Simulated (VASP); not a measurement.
Crystal: NaH.

```
Na H
1.0
     0.00000    2.35417    2.35417
     2.35417    0.00000    2.35417
     2.35417    2.35417    0.00000
Na H
1 1
Direct
  0.00000 0.00000 0.00000
  0.50000 0.50000 0.50000
```

This cell differs from its parent crystal: volume scaled by 0.96.

Base run:

| Property | Result |
| --- | --- |
| Program | VASP 6.6.1 |
| Functional | PBEsol |
| Potentials or basis | VASP PAW PBE potentials, release 64 (Na_pv, H) |
| Cutoff | 400 eV |
| k mesh | 11 × 11 × 11 |
| Occupations | fermi-dirac, width 0.02 eV |
| Spin | no spin polarisation |

Its results: band gap on the k mesh 3.90 eV, indirect (least direct gap 4.73 eV); pressure 0.9 GPa.

The run is repeated on the same cell with these changes: cutoff from 400 eV to 520 eV. What comes out?

Band gap on the k mesh 3.90 eV, indirect (least direct gap 4.73 eV); pressure 1.4 GPa.

Caveats: the PAW data sets were made with another functional, which shifts forces and pressure a little.

A k mesh can miss the band edges.
